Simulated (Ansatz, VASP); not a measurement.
# SnO2 in VASP and in Ansatz

```
CELL_PARAMETERS angstrom
3.23734 1.86908 4.29084
-3.23734 1.86908 4.29084
0.00000 -3.73816 4.29084
ATOMIC_POSITIONS crystal
Sn 0.86237 0.86598 0.86598
Sn 0.36240 0.36599 0.86599
Sn 0.36240 0.86599 0.36599
Sn 0.86238 0.36599 0.36599
O 0.13624 0.61363 0.61363
O 0.63623 0.11367 0.61364
O 0.63623 0.61364 0.11367
O 0.61114 0.60704 0.60704
O 0.13624 0.11366 0.11366
O 0.11115 0.10701 0.60701
O 0.11115 0.60701 0.10701
O 0.61117 0.10702 0.10702
```

Change from the starting cell: mode 20 frozen in at +0.050 Å and mode 26 at +0.035 Å (largest displacements).

Alike in both runs: task single point; functional PBE; dispersion D3(BJ); k mesh 6 × 6 × 6; occupations gaussian, width 0.05 eV; no spin polarisation.

|  | VASP | Ansatz |
| --- | --- | --- |
| version | VASP 6.6.1 | Ansatz 0.2.0 |
| potentials or method | VASP PAW PBE potentials, release 64 (Sn_d, O), cutoff 520 eV | scalar-relativistic, plane waves, PAW |
| valence electrons in the cell | 104 | 104 |

Ansatz gave:

- gap on the k mesh at the Fermi level (eV): 1.56
- least direct gap on the mesh (eV): 1.56
- pressure (GPa): 0.6
- traceless stress, the component that is largest in VASP (GPa): 2.20
- rms of the force components (eV/Å): 0.364

**Question.** What did VASP give for the same quantities?

**Answer.** gap on the k mesh at the Fermi level (eV): 1.54; least direct gap on the mesh (eV): 1.54; pressure (GPa): 1.3; traceless stress, the component that is largest in VASP (GPa): 2.23; rms of the force components (eV/Å): 0.376.

Atom by atom the forces differ by 0.029 eV/Å (rms over components).
